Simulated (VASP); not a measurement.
Rb2H:

```
CELL_PARAMETERS angstrom
5.07633 0.00000 0.00000
0.00000 5.07633 0.00000
0.00000 0.00000 7.30797
ATOMIC_POSITIONS crystal
Rb 0.00000 0.50000 0.20300
Rb 0.00000 0.50000 0.70300
Rb 0.50000 0.00000 0.29700
Rb 0.50000 0.00000 0.79700
H 0.00000 0.00000 0.00000
H 0.50000 0.50000 0.50000
```

```yaml
Program: VASP 6.6.1
Task: relaxation of cell and atoms
Functional: PBE
Potentials_or_basis: VASP PAW PBE potentials, release 64 (Rb_sv, H)
Cutoff: 600 eV
k_mesh: 8 × 8 × 6
Occupations: gaussian, width 0.1 eV
Spin: no spin polarisation
```

At the start: pressure 2.5 GPa; volume 31.39 Å³/atom.

Task: How do energy, volume and symmetry change on relaxing?

Result: Over 37 steps the energy falls by 191.5 meV/atom and the volume is 51.80 Å³/atom (+65.0 %); space group P4_2/nmc (No. 137, to 0.1 Å) before and after.

Step by step:
```csv
step,energy change (eV),largest force (eV/Å),pressure (GPa),volume (Å³)
1,0.0000,0.0162,2.51,188.32
2,-0.1755,0.0436,1.63,202.03
3,-0.3630,0.0883,0.28,235.98
4,-0.3726,0.0965,0.04,245.26
5,-0.3729,0.0981,0.00,247.34
6,-0.3761,0.1004,0.00,247.54
7,-0.3860,0.1073,0.00,248.13
8,-0.4068,0.1199,0.02,249.29
9,-0.4531,0.1408,0.04,251.55
10,-0.5632,0.1524,0.14,255.81
11,-0.7756,0.0393,0.55,263.33
12,-0.1212,0.3297,2.18,274.51
13,-0.7786,0.0915,0.86,265.64
14,-0.7833,0.0711,0.81,265.07
15,-0.7859,0.0734,0.80,265.79
16,-0.7927,0.0824,0.79,267.96
17,-0.8031,0.1009,0.76,272.31
18,-0.8097,0.1383,0.72,281.07
19,-0.8225,0.1300,0.64,283.72
20,-0.8538,0.1061,0.43,291.77
21,-0.8865,0.0622,0.08,308.33
22,-0.8893,0.0472,-0.03,314.62
23,-0.8952,0.0477,-0.02,315.35
24,-0.9119,0.0483,-0.03,317.46
25,-0.9411,0.0498,-0.04,321.32
26,-0.9911,0.0534,-0.07,327.66
27,-1.0859,0.0583,-0.15,335.10
28,-0.6386,0.0766,-1.54,331.32
29,-1.0997,0.0258,-0.21,335.50
30,-1.1165,0.0098,-0.40,336.43
31,-1.1150,0.0201,-0.26,336.16
32,-1.1418,0.0606,-0.02,317.22
33,-1.1423,0.0672,0.02,314.42
34,-1.1463,0.0445,0.01,312.88
35,-1.1487,0.0064,-0.01,309.62
36,-1.1490,0.0050,0.00,310.37
37,-1.1493,0.0014,0.01,310.79
```

Final structure:
```
Rb H
1.0
     4.67845    0.00000    0.00000
     0.00000    4.67845    0.00000
     0.00000    0.00000   14.19905
Rb H
4 2
Direct
  0.00000 0.50000 0.11292
  0.00000 0.50000 0.61292
  0.50000 0.00000 0.38708
  0.50000 0.00000 0.88708
  0.00000 0.00000 0.00000
  0.50000 0.50000 0.50000
```

Caveat: the volume moved by over 15 % at a fixed basis, so the end points are rough.
